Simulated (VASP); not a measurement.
# Co (Fd-3m) in VASP: notebook

Co is run at these levels: PBE; tasks: single point.

Everything below comes from runs of VASP 6.6.1. Logs are shortened: lines on timing, memory, paths and dates and some standing lists are left out, and cuts for length are marked.

### 1 The cell of the first run

It takes space group Fd-3m (No. 227, cubic). Conventional cell: a = 6.477 Å, b = 6.477 Å, c = 6.477 Å, α = 90.00°, β = 90.00°, γ = 90.00°. Within 3.0 Å of Co (site symmetry -3m) lie 12 Co at 2.29 to 2.69 Å. Within 3.5 Å of Co (site symmetry -43m) lie 16 Co at 2.69 to 2.80 Å.

This isn't the form of Co at room conditions, which is hcp.

### 2 Single point, PBE, collinear spin, ferromagnetic start

File INCAR:

```
SYSTEM = Co
PREC = Accurate
ENCUT = 520
EDIFF = 1E-7
ISMEAR = -1
SIGMA = 0.05
LREAL = .False.
LASPH = .True.
NELM = 150
ALGO = Normal
ISIF = 2
LWAVE = .False.
LCHARG = .True.
ISPIN = 2
MAGMOM = 2 2 2 2 2 2
LORBIT = 11
LMAXMIX = 4
GGA = PE
LELF = .True.
LVHAR = .True.
NBANDS = 40
```

File KPOINTS:

```
regular mesh
0
Gamma
  7 7 7
  0 0 0
```

File POSCAR:

```
Co
1.0
    0.0000000000      3.2386794787      3.2386794787
    3.2386794787      0.0000000000      3.2386794787
    3.2386794787      3.2386794787      0.0000000000
Co
6
Direct
    0.1250000000      0.1250000000      0.1250000000
    0.6250000000      0.1250000000      0.1250000000
    0.1250000000      0.6250000000      0.1250000000
    0.1250000000      0.1250000000      0.6250000000
    0.5000000000      0.5000000000      0.5000000000
    0.7500000000      0.7500000000      0.7500000000
```

Potentials or basis: VASP PAW PBE potentials, release 64 (Co).

Command:

```sh
> cat potpaw_PBE.64/Co/POTCAR > POTCAR
> mpirun -np 1 vasp_std > vasp.out
```

OUTCAR:

```text
SYSTEM = Co
   PREC = Accurate
   ENCUT = 520
   EDIFF = 1E-7
   ISMEAR = -1
   LREAL = .False.
   LASPH = .True.
   NELM = 150
   ISIF = 2
   ISPIN = 2
   LORBIT = 11
   GGA = PE

 ion  position               nearest neighbor table
   1  0.125  0.125  0.125-   2 2.29   3 2.29   4 2.29   4 2.29   3 2.29   2 2.29   6 2.69   5 2.69
                             6 2.69   5 2.69   6 2.69   5 2.69
   2  0.625  0.125  0.125-   1 2.29   4 2.29   3 2.29   1 2.29   3 2.29   4 2.29   5 2.69   6 2.69
                             6 2.69   6 2.69   5 2.69   5 2.69
   3  0.125  0.625  0.125-   1 2.29   4 2.29   1 2.29   2 2.29   4 2.29   2 2.29   6 2.69   5 2.69
                             6 2.69   6 2.69   5 2.69   5 2.69
   4  0.125  0.125  0.625-   1 2.29   1 2.29   2 2.29   3 2.29   3 2.29   2 2.29   6 2.69   5 2.69
                             6 2.69   5 2.69   6 2.69   5 2.69
   5  0.500  0.500  0.500-   3 2.69   2 2.69   1 2.69   4 2.69   1 2.69   4 2.69   4 2.69   2 2.69
                             3 2.69   2 2.69   3 2.69   1 2.69   6 2.80   6 2.80   6 2.80   6 2.80
   6  0.750  0.750  0.750-   4 2.69   1 2.69   2 2.69   3 2.69   2 2.69   3 2.69   1 2.69   2 2.69
                             4 2.69   1 2.69   3 2.69   4 2.69   5 2.80   5 2.80   5 2.80   5 2.80

  LATTYP: Found a face centered cubic cell.
 ALAT       =     6.4773589574

  Lattice vectors:

 A1 = (   0.0000000000,   3.2386794787,   3.2386794787)
 A2 = (   3.2386794787,   0.0000000000,   3.2386794787)
 A3 = (   3.2386794787,   3.2386794787,   0.0000000000)

Analysis of symmetry for initial positions (statically):
=====================================================================
 Subroutine PRICEL returns:
 Original cell was already a primitive cell.

 Routine SETGRP: Setting up the symmetry group for a
 face centered cubic supercell.

 Subroutine GETGRP returns: Found 48 space group operations
 (whereof 24 operations were pure point group operations)
 out of a pool of 48 trial point group operations.

The static configuration has the point symmetry T_d .
 The point group associated with its full space group is O_h .

Analysis of symmetry for dynamics (positions and initial velocities):
=====================================================================
 Subroutine PRICEL returns:
 Original cell was already a primitive cell.

 Routine SETGRP: Setting up the symmetry group for a
 face centered cubic supercell.

 Subroutine GETGRP returns: Found 48 space group operations
 (whereof 24 operations were pure point group operations)
 out of a pool of 48 trial point group operations.

The dynamic configuration has the point symmetry T_d .
 The point group associated with its full space group is O_h .

Analysis of structural, dynamic, and magnetic symmetry:
=====================================================================
 Subroutine PRICEL returns:
 Original cell was already a primitive cell.

 Routine SETGRP: Setting up the symmetry group for a
 face centered cubic supercell.

 Subroutine GETGRP returns: Found 48 space group operations
 (whereof 24 operations were pure point group operations)
 out of a pool of 48 trial point group operations.

The overall configuration has the point symmetry T_d .
 The point group associated with its full space group is O_h .

 Subroutine INISYM returns: Found 48 space group operations
 (whereof 24 operations are pure point group operations),
 and found     1 'primitive' translations

----------------------------------------------------------------------------------------

                                     Primitive cell

  volume of cell :      67.9413

  direct lattice vectors                    reciprocal lattice vectors
     0.000000000  3.238679479  3.238679479    -0.154383910  0.154383910  0.154383910
     3.238679479  0.000000000  3.238679479     0.154383910 -0.154383910  0.154383910
     3.238679479  3.238679479  0.000000000     0.154383910  0.154383910 -0.154383910

  length of vectors
     4.580184443  4.580184443  4.580184443     0.267400775  0.267400775  0.267400775

  position of ions in fractional coordinates (direct lattice)
     0.125000000  0.125000000  0.125000000
     0.625000000  0.125000000  0.125000000
     0.125000000  0.625000000  0.125000000
     0.125000000  0.125000000  0.625000000
     0.500000000  0.500000000  0.500000000
     0.750000000  0.750000000  0.750000000

  ion indices of the primitive-cell ions
   primitive index   ion index
                 1           1
                 2           2
                 3           3
                 4           4
                 5           5
                 6           6

----------------------------------------------------------------------------------------

 KPOINTS: regular mesh

Automatic generation of k-mesh.
 Grid dimensions read from file:
 generate k-points for:    7    7    7

 Generating k-lattice:

  Cartesian coordinates                     Fractional coordinates (reciprocal lattice)
    -0.022054844  0.022054844  0.022054844     0.142857143  0.000000000  0.000000000
     0.022054844 -0.022054844  0.022054844     0.000000000  0.142857143  0.000000000
     0.022054844  0.022054844 -0.022054844     0.000000000  0.000000000  0.142857143

  Length of vectors
     0.038200111  0.038200111  0.038200111

  Shift w.r.t. Gamma in fractional coordinates (k-lattice)
     0.000000000  0.000000000  0.000000000

 Subroutine IBZKPT returns following result:
 ===========================================

 Found     20 irreducible k-points:

 Following reciprocal coordinates:
            Coordinates               Weight
  0.000000  0.000000  0.000000      1.000000
  0.142857  0.000000  0.000000      8.000000
  0.285714  0.000000  0.000000      8.000000
  0.428571  0.000000  0.000000      8.000000
  0.142857  0.142857  0.000000      6.000000
  0.285714  0.142857  0.000000     24.000000
[... 12 lines left out ...]
 -0.428571  0.428571  0.142857     24.000000
 -0.285714  0.428571  0.142857     24.000000
   k-points           NKPTS =     20   k-points in BZ     NKDIM =     20   number of bands    NBANDS=     40
   number of dos      NEDOS =    301   number of ions     NIONS =      6
   total plane-waves  NPLWV =  46656
   dimension x,y,z NGX =    36 NGY =   36 NGZ =   36
   dimension x,y,z NGXF=    72 NGYF=   72 NGZF=   72
   ions per type =               6
   NGX,Y,Z   is equivalent  to a cutoff of  13.07, 13.07, 13.07 a.u.
   NGXF,Y,Z  is equivalent  to a cutoff of  26.13, 26.13, 26.13 a.u.
 SYSTEM =  Co
   PREC   = accura    normal or accurate (medium, high low for compatibility)
   ISTART =      0    job   : 0-new  1-cont  2-samecut
   ICHARG =      2    charge: 1-file 2-atom 10-const
   ISPIN  =      2    spin polarized calculation?
   LNONCOLLINEAR =      F non collinear calculations
   LSORBIT =      F    spin-orbit coupling
   LASPH  =      T    aspherical Exc in radial PAW
   ENCUT  =  520.0 eV  38.22 Ry    6.18 a.u.   8.52  8.52  8.52*2*pi/ulx,y,z
   NELM   =    150;   NELMIN=  2; NELMDL= -5     # of ELM steps
   EDIFF  = 0.1E-06   stopping-criterion for ELM
   LREAL  =      F    real-space projection
   EDIFFG = 0.1E-05   stopping-criterion for IOM
   NSW    =      0    number of steps for IOM
   IBRION =     -1    ionic relax: 0-MD 1-quasi-New 2-CG
   NFREE  =      0    steps in history (QN), initial steepest desc. (CG)
   ISIF   =      2    stress and relaxation
   ISYM   =      2    0-nonsym 1-usesym 2-fastsym
   POTIM  = 0.5000    time-step for ionic-motion
   TEBEG  =    0.0;   TEEND  =   0.0 temperature during run
   PSTRESS=    0.0 pullay stress
   NELECT =      54.0000    total number of electrons
   NUPDOWN=      -1.0000    fix difference up-down
   EMIN   =  10.00;   EMAX   =-10.00  energy-range for DOS
   EFERMI =   0.00;   METHOD = LEGACY
   ISMEAR =    -1;   SIGMA  =   0.05  broadening in eV -4-tet -1-fermi 0-gaus
   EFERMI_NEDOS =   21; number of points for ismear=-14 and -15
   IALGO  =     38    algorithm
   IMIX   =      4    mixing-type and parameters
     AMIX     =   0.40;   BMIX     =  1.00
     AMIX_MAG =   1.60;   BMIX_MAG =  1.00
  volume/ion in A,a.u.               =      11.32        76.42
  Fermi-wavevector in a.u.,A,eV,Ry     =   1.516450  2.865675 31.288241  2.299621
  Thomas-Fermi vector in A             =   2.625838
   LORBIT       =     11    0 simple, 1 ext, 2 COOP (PROOUT), +10 PAW based schemes
   GGA     = PE    functional components
   LHFCALC =     F    Hartree Fock is set to
   AEXX    =    0.0000 exact exchange contribution
   IVDW    =     0    specifies the selected vdW correction
   LEPSILON=     F    determine dielectric tensor
   LRPA    =     F    only Hartree local field effects (RPA)
 spin polarized calculation
  energy-cutoff  :      520.00
  volume of cell :       67.94
 maximum number of plane-waves:      1849
 NGX is ok and might be reduce to    36
   NGX = 17   NGY = 17   NGZ = 17

 number of electron      54.0000029 magnetization      10.1282055

 number of electron      54.0000029 magnetization       9.9022415

 Free energy of the ion-electron system (eV)
  ---------------------------------------------------
  ext. energy  EPLUGINS =         0.00000000
  ---------------------------------------------------
  free energy    TOTEN  =       -41.04708492 eV

  energy without entropy =      -40.98576872  energy(sigma->0) =      -41.01642682

 E-fermi :  10.0015     XC(G=0): -13.1184

 val. band max:        9.9903507853   @ k =  -0.4286   0.2857   0.0000
 cond. band min:      10.0095157660   @ k =  -0.2857   0.4286   0.1429
 fundamental gap:      0.0191649807
 Fermi energy:        10.0014980653

 spin component 1

 k-point     1 :       0.0000    0.0000    0.0000
  band No.  band energies     occupation
      1       0.9661      1.00000
      2       3.7518      1.00000
      3       4.9060      1.00000
      4       4.9060      1.00000
      5       4.9060      1.00000
      6       5.5442      1.00000
[... 31 lines left out ...]
     38      16.3153      0.00000
     39      16.9301      0.00000
[... 796 lines left out ...]
     38      17.2186      0.00000
     39      20.6402      0.00000
 Fermi energy:        10.0014980653

 spin component 2

 k-point     1 :       0.0000    0.0000    0.0000
  band No.  band energies     occupation
      1       0.9820      1.00000
      2       4.8561      1.00000
      3       6.0653      1.00000
      4       6.0653      1.00000
      5       6.0653      1.00000
      6       6.7578      1.00000
[... 31 lines left out ...]
     38      17.0718      0.00000
     39      17.7196      0.00000
[... 796 lines left out ...]
     38      17.9105      0.00000
     39      21.0942      0.00000
 [bands above 39 left out]

------------------------ aborting loop because EDIFF is reached ----------------------------------------

  FORCE on cell =-STRESS in cart. coord.  units (eV):
  Direction    XX          YY          ZZ          XY          YZ          ZX
  --------------------------------------------------------------------------------------
  -------------------------------------------------------------------------------------
  Total        0.6033733      0.6033733      0.6033733     -0.0000000     -0.0000000      0.0000000
  in kB       14.2286198     14.2286198     14.2286198     -0.0000000     -0.0000000      0.0000000
  external PRESSURE =      14.2286198 kB  Pullay stress =       0.0000000 kB

 VOLUME and BASIS-vectors are now :
 -----------------------------------------------------------------------------
  energy-cutoff  :      520.00
  volume of cell :       67.94
      direct lattice vectors                 reciprocal lattice vectors
     0.000000000  3.238679479  3.238679479    -0.154383910  0.154383910  0.154383910
     3.238679479  0.000000000  3.238679479     0.154383910 -0.154383910  0.154383910
     3.238679479  3.238679479  0.000000000     0.154383910  0.154383910 -0.154383910

 POSITION                                       TOTAL-FORCE (eV/Angst)
 -----------------------------------------------------------------------------------
      0.80967      0.80967      0.80967        -0.000000     -0.000000      0.000000
      0.80967      2.42901      2.42901        -0.000000     -0.000000      0.000000
      2.42901      0.80967      2.42901        -0.000000     -0.000000      0.000000
      2.42901      2.42901      0.80967        -0.000000     -0.000000      0.000000
      3.23868      3.23868      3.23868         0.000000      0.000000      0.000000
      4.85802      4.85802      4.85802        -0.000000     -0.000000     -0.000000
 -----------------------------------------------------------------------------------
    total drift:                                0.000000      0.000000      0.000000

  FREE ENERGIE OF THE ION-ELECTRON SYSTEM (eV)
  ---------------------------------------------------
  free  energy   TOTEN  =       -41.0470849212 eV

  energy  without entropy=      -40.9857687160  energy(sigma->0) =      -41.01642682

 total charge

# of ion       s       p       d       tot
------------------------------------------
    1        0.533   0.566   7.305   8.404
    2        0.533   0.566   7.305   8.404
    3        0.533   0.566   7.305   8.404
    4        0.533   0.566   7.305   8.404
    5        0.389   0.395   7.192   7.975
    6        0.389   0.395   7.192   7.975
--------------------------------------------------
tot          2.911   3.052  43.603  49.566

 magnetization (x)

# of ion       s       p       d       tot
------------------------------------------
    1       -0.011  -0.057   1.705   1.636
    2       -0.011  -0.057   1.705   1.636
    3       -0.011  -0.057   1.705   1.636
    4       -0.011  -0.057   1.705   1.636
    5       -0.010  -0.042   1.799   1.747
    6       -0.010  -0.042   1.799   1.747
--------------------------------------------------
tot         -0.064  -0.312  10.416  10.039
```

It took 3 min on 1 thread of Intel Xeon Platinum 8259CL at 2.50GHz (Skylake/Cascade Lake), shared host; peak memory 0.27 GiB.

Results:

```
Free energy                                           : -41.0471 eV
Pressure                                              : 1.4 GPa
Net moment                                            : 9.90 μB per cell
Site moments                                          : Co +1.64, +1.75 (each value once) μB
Valence electrons inside the program's atomic spheres : Co 8.40, 7.97 (each value once)
```

(Continued in part 2 of 2.)
